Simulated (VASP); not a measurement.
# CdSe (P6_3mc) in VASP: further runs

The runs below take CdSe through single point, with PBE.

Program: VASP 6.6.1. These are calculated values, not measurements. Logs are shortened: lines on timing, memory, paths and dates and some standing lists are left out, and cuts for length are marked.

### Step 1. The cell of the first run

It takes space group P6_3mc (No. 186, hexagonal). The conventional cell has a = 4.212 Å, b = 4.212 Å, c = 6.877 Å, α = 90.00°, β = 90.00°, γ = 120.00°. Cd (site symmetry 3m) has 4 Se at 2.56 to 2.65 Å within 3.4 Å. Se (site symmetry 3m) has 4 Cd at 2.56 to 2.65 Å within 3.4 Å.

### Step 2. Single point, PBE, collinear spin (26.42 Å³/atom)

Contents of INCAR:

```
ALGO     = Normal         # electronic algorithm
EDIFF    = 1E-7           # SCF threshold, eV
ENCUT    = 520            # plane-wave cutoff, eV
GGA      = PE             # functional
ISIF     = 2              # what is computed and relaxed
ISMEAR   = -1             # smearing method
ISPIN    = 2              # spin polarisation
LASPH    = True           # aspherical terms in the spheres
LCHARG   = False          # write CHGCAR
LORBIT   = 11             # projections on sites
LREAL    = False          # projectors in reciprocal space
LWAVE    = False          # write WAVECAR
MAGMOM   = 0.5 0.5 0 0    # initial moments
NBANDS   = 30             # bands
NELM     = 150            # most SCF steps
PREC     = Accurate       # precision mode
SIGMA    = 0.01           # smearing width, eV
```

Contents of KPOINTS:

```
k-points
0
Gamma
  7 7 4
```

Contents of POSCAR:

```
CdSe
1.0
    4.2122202675      0.0000000000      0.0000000000
   -2.1061101337      3.6478897580      0.0000000000
    0.0000000000      0.0000000000      6.8766944832
Cd Se
2 2
Direct
    0.6666666667      0.3333333333      0.5000000000
    0.3333333333      0.6666666667      0.0000000000
    0.6666666667      0.3333333333      0.8850000000
    0.3333333333      0.6666666667      0.3850000000
```

Potentials or basis: VASP PAW PBE potentials, release 64 (Cd, Se).

Command:

```sh
$ cat potpaw_PBE.64/Cd/POTCAR potpaw_PBE.64/Se/POTCAR > POTCAR
$ mpirun -np 1 vasp_std > vasp.out
```

OUTCAR:

```text
EDIFF = 1E-7
   ENCUT = 520
   GGA = PE
   ISIF = 2
   ISMEAR = -1
   ISPIN = 2
   LASPH = True
   LORBIT = 11
   LREAL = False
   NELM = 150
   PREC = Accurate

 ion  position               nearest neighbor table
   1  0.667  0.333  0.500-   4 2.56   4 2.56   4 2.56   3 2.65
   2  0.333  0.667  0.000-   3 2.56   3 2.56   3 2.56   4 2.65
   3  0.667  0.333  0.885-   2 2.56   2 2.56   2 2.56   1 2.65
   4  0.333  0.667  0.385-   1 2.56   1 2.56   1 2.56   2 2.65

  LATTYP: Found a hexagonal cell.
 ALAT       =     4.2122202675
 C/A-ratio  =     1.6325581395

  Lattice vectors:

 A1 = (   4.2122202675,   0.0000000000,   0.0000000000)
 A2 = (  -2.1061101337,   3.6478897580,   0.0000000000)
 A3 = (   0.0000000000,   0.0000000000,   6.8766944832)

Analysis of symmetry for initial positions (statically):
=====================================================================
 Subroutine PRICEL returns:
 Original cell was already a primitive cell.

 Routine SETGRP: Setting up the symmetry group for a
 hexagonal supercell.

 Subroutine GETGRP returns: Found 12 space group operations
 (whereof  6 operations were pure point group operations)
 out of a pool of 24 trial point group operations.

The static configuration has the point symmetry C_3v.
 The point group associated with its full space group is C_6v.

Analysis of symmetry for dynamics (positions and initial velocities):
=====================================================================
 Subroutine PRICEL returns:
 Original cell was already a primitive cell.

 Routine SETGRP: Setting up the symmetry group for a
 hexagonal supercell.

 Subroutine GETGRP returns: Found 12 space group operations
 (whereof  6 operations were pure point group operations)
 out of a pool of 24 trial point group operations.

The dynamic configuration has the point symmetry C_3v.
 The point group associated with its full space group is C_6v.

Analysis of structural, dynamic, and magnetic symmetry:
=====================================================================
 Subroutine PRICEL returns:
 Original cell was already a primitive cell.

 Routine SETGRP: Setting up the symmetry group for a
 hexagonal supercell.

 Subroutine GETGRP returns: Found 12 space group operations
 (whereof  6 operations were pure point group operations)
 out of a pool of 24 trial point group operations.

The overall configuration has the point symmetry C_3v.
 The point group associated with its full space group is C_6v.

 Subroutine INISYM returns: Found 12 space group operations
 (whereof  6 operations are pure point group operations),
 and found     1 'primitive' translations

----------------------------------------------------------------------------------------

                                     Primitive cell

  volume of cell :     105.6653

  direct lattice vectors                    reciprocal lattice vectors
     4.212220268  0.000000000  0.000000000     0.237404489  0.137065546  0.000000000
    -2.106110134  3.647889758  0.000000000     0.000000000  0.274131091  0.000000000
     0.000000000  0.000000000  6.876694483     0.000000000  0.000000000  0.145418704

  length of vectors
     4.212220268  4.212220267  6.876694483     0.274131091  0.274131091  0.145418704

  position of ions in fractional coordinates (direct lattice)
     0.666666667  0.333333333  0.500000000
     0.333333333  0.666666667  0.000000000
     0.666666667  0.333333333  0.885000000
     0.333333333  0.666666667  0.385000000

  ion indices of the primitive-cell ions
   primitive index   ion index
                 1           1
                 2           2
                 3           3
                 4           4

----------------------------------------------------------------------------------------

 KPOINTS: k-points

Automatic generation of k-mesh.
 Grid dimensions read from file:
 generate k-points for:    7    7    4

 Generating k-lattice:

  Cartesian coordinates                     Fractional coordinates (reciprocal lattice)
     0.033914927  0.019580792  0.000000000     0.142857143  0.000000000  0.000000000
     0.000000000  0.039161584  0.000000000     0.000000000  0.142857143  0.000000000
     0.000000000  0.000000000  0.036354676     0.000000000  0.000000000  0.250000000

  Length of vectors
     0.039161584  0.039161584  0.036354676

  Shift w.r.t. Gamma in fractional coordinates (k-lattice)
     0.000000000  0.000000000  0.000000000

 Subroutine IBZKPT returns following result:
 ===========================================

 Found     24 irreducible k-points:

 Following reciprocal coordinates:
            Coordinates               Weight
  0.000000  0.000000  0.000000      1.000000
  0.142857  0.000000  0.000000      6.000000
  0.285714  0.000000  0.000000      6.000000
  0.428571 -0.000000  0.000000      6.000000
  0.142857  0.142857  0.000000      6.000000
  0.285714  0.142857  0.000000     12.000000
[... 16 lines left out ...]
  0.428571  0.142857  0.500000      6.000000
  0.285714  0.285714  0.500000      6.000000
   k-points           NKPTS =     24   k-points in BZ     NKDIM =     24   number of bands    NBANDS=     30
   number of dos      NEDOS =    301   number of ions     NIONS =      4
   total plane-waves  NPLWV =  55296
   dimension x,y,z NGX =    32 NGY =   32 NGZ =   54
   dimension x,y,z NGXF=    64 NGYF=   64 NGZF=  108
   ions per type =               2   2
   NGX,Y,Z   is equivalent  to a cutoff of  12.63, 12.63, 13.05 a.u.
   NGXF,Y,Z  is equivalent  to a cutoff of  25.26, 25.26, 26.11 a.u.
 SYSTEM =  unknown system
   PREC   = accura    normal or accurate (medium, high low for compatibility)
   ISTART =      0    job   : 0-new  1-cont  2-samecut
   ICHARG =      2    charge: 1-file 2-atom 10-const
   ISPIN  =      2    spin polarized calculation?
   LNONCOLLINEAR =      F non collinear calculations
   LSORBIT =      F    spin-orbit coupling
   LASPH  =      T    aspherical Exc in radial PAW
   ENCUT  =  520.0 eV  38.22 Ry    6.18 a.u.   7.83  7.83 12.79*2*pi/ulx,y,z
   NELM   =    150;   NELMIN=  2; NELMDL= -5     # of ELM steps
   EDIFF  = 0.1E-06   stopping-criterion for ELM
   LREAL  =      F    real-space projection
   EDIFFG = 0.1E-05   stopping-criterion for IOM
   NSW    =      0    number of steps for IOM
   IBRION =     -1    ionic relax: 0-MD 1-quasi-New 2-CG
   NFREE  =      0    steps in history (QN), initial steepest desc. (CG)
   ISIF   =      2    stress and relaxation
   ISYM   =      2    0-nonsym 1-usesym 2-fastsym
   POTIM  = 0.5000    time-step for ionic-motion
   TEBEG  =    0.0;   TEEND  =   0.0 temperature during run
   PSTRESS=    0.0 pullay stress
   NELECT =      36.0000    total number of electrons
   NUPDOWN=      -1.0000    fix difference up-down
   EMIN   =  10.00;   EMAX   =-10.00  energy-range for DOS
   EFERMI =   0.00;   METHOD = LEGACY
   ISMEAR =    -1;   SIGMA  =   0.01  broadening in eV -4-tet -1-fermi 0-gaus
   EFERMI_NEDOS =   21; number of points for ismear=-14 and -15
   IALGO  =     38    algorithm
   IMIX   =      4    mixing-type and parameters
     AMIX     =   0.40;   BMIX     =  1.00
     AMIX_MAG =   1.60;   BMIX_MAG =  1.00
  volume/ion in A,a.u.               =      26.42       178.27
  Fermi-wavevector in a.u.,A,eV,Ry     =   1.143400  2.160713 17.787759  1.307363
  Thomas-Fermi vector in A             =   2.280095
   LORBIT       =     11    0 simple, 1 ext, 2 COOP (PROOUT), +10 PAW based schemes
   GGA     = PE    functional components
   LHFCALC =     F    Hartree Fock is set to
   AEXX    =    0.0000 exact exchange contribution
   IVDW    =     0    specifies the selected vdW correction
   LEPSILON=     F    determine dielectric tensor
   LRPA    =     F    only Hartree local field effects (RPA)
 spin polarized calculation
  energy-cutoff  :      520.00
  volume of cell :      105.67
 maximum number of plane-waves:      2870
 NGX is ok and might be reduce to    32
   NGX = 15   NGY = 15   NGZ = 25

 number of electron      35.9999996 magnetization      -0.0000267

 number of electron      35.9999996 magnetization       0.0000178

 Free energy of the ion-electron system (eV)
  ---------------------------------------------------
  ext. energy  EPLUGINS =         0.00000000
  ---------------------------------------------------
  free energy    TOTEN  =       -10.67942237 eV

  energy without entropy =      -10.67942237  energy(sigma->0) =      -10.67942237

 E-fermi :   1.6485     XC(G=0):  -9.1672

 val. band max:        1.4555794722   @ k =   0.0000   0.0000   0.0000
 cond. band min:       2.2913730316   @ k =   0.0000   0.0000   0.0000
 fundamental gap:      0.8357935594
 Fermi energy:         1.6484824035

 spin component 1

 k-point     1 :       0.0000    0.0000    0.0000
  band No.  band energies     occupation
      1     -11.5152      1.00000
      2     -11.0926      1.00000
      3      -6.7194      1.00000
      4      -6.7194      1.00000
      5      -6.6543      1.00000
      6      -6.6543      1.00000
[... 781 lines left out ...]
     29      13.6804      0.00000
     30      13.6804      0.00000
 Fermi energy:         1.6484824035

 spin component 2

 k-point     1 :       0.0000    0.0000    0.0000
  band No.  band energies     occupation
      1     -11.5152      1.00000
      2     -11.0926      1.00000
      3      -6.7194      1.00000
      4      -6.7194      1.00000
      5      -6.6543      1.00000
      6      -6.6543      1.00000
[... 781 lines left out ...]
     29      13.6804      0.00000
     30      13.6804      0.00000

------------------------ aborting loop because EDIFF is reached ----------------------------------------

  FORCE on cell =-STRESS in cart. coord.  units (eV):
  Direction    XX          YY          ZZ          XY          YZ          ZX
  --------------------------------------------------------------------------------------
  -------------------------------------------------------------------------------------
  Total        5.6457158      5.6457158      3.6704343      0.0000000      0.0000000      0.0000000
  in kB       85.6045975     85.6045975     55.6538905      0.0000000      0.0000000      0.0000000
  external PRESSURE =      75.6210285 kB  Pullay stress =       0.0000000 kB

 VOLUME and BASIS-vectors are now :
 -----------------------------------------------------------------------------
  energy-cutoff  :      520.00
  volume of cell :      105.67
      direct lattice vectors                 reciprocal lattice vectors
     4.212220268  0.000000000  0.000000000     0.237404489  0.137065546  0.000000000
    -2.106110134  3.647889758  0.000000000     0.000000000  0.274131091  0.000000000
     0.000000000  0.000000000  6.876694483     0.000000000  0.000000000  0.145418704

 POSITION                                       TOTAL-FORCE (eV/Angst)
 -----------------------------------------------------------------------------------
      2.10611      1.21596      3.43835        -0.000000      0.000000      0.361789
     -0.00000      2.43193      0.00000         0.000000     -0.000000      0.361789
      2.10611      1.21596      6.08587        -0.000000      0.000000     -0.361789
     -0.00000      2.43193      2.64753         0.000000     -0.000000     -0.361789
 -----------------------------------------------------------------------------------
    total drift:                               -0.000000      0.000000      0.000462

  FREE ENERGIE OF THE ION-ELECTRON SYSTEM (eV)
  ---------------------------------------------------
  free  energy   TOTEN  =       -10.6794223710 eV

  energy  without entropy=      -10.6794223710  energy(sigma->0) =      -10.67942237

 total charge

# of ion       s       p       d       tot
------------------------------------------
    1        0.456   0.353   9.556  10.366
    2        0.456   0.353   9.556  10.366
    3        1.441   2.434   0.028   3.903
    4        1.441   2.434   0.028   3.903
--------------------------------------------------
tot          3.795   5.575  19.168  28.538

 magnetization (x)

# of ion       s       p       d       tot
------------------------------------------
    1        0.000   0.000   0.000   0.000
    2        0.000   0.000   0.000   0.000
    3       -0.000  -0.000   0.000  -0.000
    4       -0.000  -0.000   0.000  -0.000
--------------------------------------------------
tot         -0.000  -0.000   0.000  -0.000
```

It took 71 s on 1 thread of Intel Xeon 6975P-C (Granite Rapids), shared host; peak memory 0.32 GiB.

Results:

```yaml
Free_energy: -10.6794 eV
Pressure: 7.6 GPa
Largest_force: 0.362 eV/Å
Band_gap_on_the_k_mesh: 0.84 eV
Net_moment: 0.00 μB per cell
Valence_electrons_inside_the_program's_atomic_spheres: Cd 10.37; Se 3.90
```

Forces in eV/Å, atoms in the order of the input:
```
Cd   0.000  0.000  0.362
Cd   0.000  0.000  0.362
Se   0.000  0.000 -0.362
Se   0.000  0.000 -0.362
```

Caveat: the cell stands under pressure.

### Step 3. Single point, PBE, collinear spin (26.98 Å³/atom)

This run uses another cell than the first one, of 26.98 Å³/atom.

INCAR, as its differences from that of step 2:

```diff
@@ -7,7 +7,9 @@
 ISPIN    = 2              # spin polarisation
-LASPH    = True           # aspherical terms in the spheres
-LCHARG   = False          # write CHGCAR
+LASPH    = T              # aspherical terms in the spheres
+LCHARG   = T              # write CHGCAR
+LELF     = T              # ELF
 LORBIT   = 11             # projections on sites
-LREAL    = False          # projectors in reciprocal space
-LWAVE    = False          # write WAVECAR
+LREAL    = F              # projectors in reciprocal space
+LVHAR    = T            
+LWAVE    = F              # write WAVECAR
 MAGMOM   = 0.5 0.5 0 0    # initial moments
```

KPOINTS is that of step 2.

Contents of POSCAR:

```
CdSe
1.0
    4.2418847678      0.0000000000      0.0000000000
   -2.1209423839      3.6735799689      0.0000000000
    0.0000000000      0.0000000000      6.9251235047
Cd Se
2 2
Direct
    0.6666666667      0.3333333333      0.5000000000
    0.3333333333      0.6666666667      0.0000000000
    0.6666666667      0.3333333333      0.8850000000
    0.3333333333      0.6666666667      0.3850000000
```

Potentials or basis: VASP PAW PBE potentials, release 64 (Cd, Se).

Command:

```sh
$ cat potpaw_PBE.64/Cd/POTCAR potpaw_PBE.64/Se/POTCAR > POTCAR
$ mpirun -np 1 vasp_std > vasp.out
```

Run time: 69 s. Hardware: 1 thread of Intel Xeon 6975P-C (Granite Rapids), shared host; peak memory 0.33 GiB.

Results (log left out):

| Quantity | Value |
| --- | --- |
| Free energy | -10.7744 eV |
| Pressure | 6.0 GPa |
| Largest force | 0.337 eV/Å |
| Band gap on the k mesh | 0.79 eV |
| Net moment | 0.00 μB per cell |
| Valence electrons inside the program's atomic spheres | Cd 10.35; Se 3.89 |

Forces on the atoms (eV/Å):
```
Cd   0.000  0.000  0.337
Cd   0.000  0.000  0.337
Se   0.000  0.000 -0.337
Se   0.000  0.000 -0.337
```

Stress tensor (GPa, compression positive):
```
6.89 0.00 0.00
0.00 6.89 0.00
0.00 0.00 4.22
```

Levels at points of the mesh, in eV from the valence-band top:
Spin up:
| k point | band 16 | band 17 | band 18 | band 19 | band 20 | band 21 |
| --- | --- | --- | --- | --- | --- | --- |
| (0.00, 0.00, 0.00) | -0.02 | 0.00 | 0.00 | 0.79 | 2.16 | 5.87 |
| (0.00, 0.00, 0.50) | -0.40 | -0.40 | -0.40 | 2.42 | 2.42 | 5.89 |
Spin down:
| k point | band 14 | band 15 | band 16 | band 17 | band 18 | band 19 | band 20 | band 21 | band 22 | band 23 |
| --- | --- | --- | --- | --- | --- | --- | --- | --- | --- | --- |
| (0.00, 0.00, 0.00) | -0.77 | -0.77 | -0.02 | 0.00 | 0.00 | 0.79 | 2.16 | 5.87 | 5.87 | 6.14 |
| (0.00, 0.00, 0.50) | -2.68 | -0.40 | -0.40 | -0.40 | -0.40 | 2.42 | 2.42 | 5.89 | 5.89 | 6.26 |

Caveat: the cell stands under pressure.
